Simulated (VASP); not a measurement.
Wanted: the native input for a VASP 6.6.1 run.

* Task: single point
* Functional: PBE
* Potentials or basis: VASP PAW PBE potentials, release 64 (Mg_sv, O)
* Cutoff: 840 eV
* k mesh: 8 × 8 × 8
* Occupations: fermi-dirac, width 0.05 eV
* Spin: no spin polarisation
* Dipole correction: no
* Further INCAR settings: ALGO = Normal; EDIFF = 1e-06; NBANDS = 15

The structure of MgO lies in POSCAR:

```
MgO
1.0
    0.0000000000      2.1060700000      2.1060700000
    2.1060700000      0.0000000000      2.1060700000
    2.1060700000      2.1060700000      0.0000000000
Mg O
1 1
Direct
    0.0000000000      0.0000000000      0.0000000000
    0.5000000000      0.5000000000      0.5000000000
```

One way to write it, as run:

INCAR

```
ALGO = Normal
EDIFF = 1E-6
ENCUT = 840
GGA = PE
GGA_COMPAT = F
ISIF = 2
ISMEAR = -1
LASPH = T
LCHARG = F
LREAL = F
LWAVE = F
NBANDS = 15
NELM = 120
PREC = Accurate
SIGMA = 0.05
```

KPOINTS

```
k-points
0
Gamma
  8 8 8
```

Potentials or basis: VASP PAW PBE potentials, release 64 (Mg_sv, O).

Command:

```bash
$ cat potpaw_PBE.64/Mg_sv/POTCAR potpaw_PBE.64/O/POTCAR > POTCAR
$ mpirun -np 1 vasp_std > vasp.out
```

Results of the run:

```json
{
 "Pressure": "4.8 GPa",
 "Band gap on the k mesh": "4.74 eV"
}
```

Caveat: the cell stands under pressure.

It took 13 s on 1 thread of AMD EPYC 7R43 64-Core Processor (Zen 3), on a shared host, peak memory 0.12 GiB.
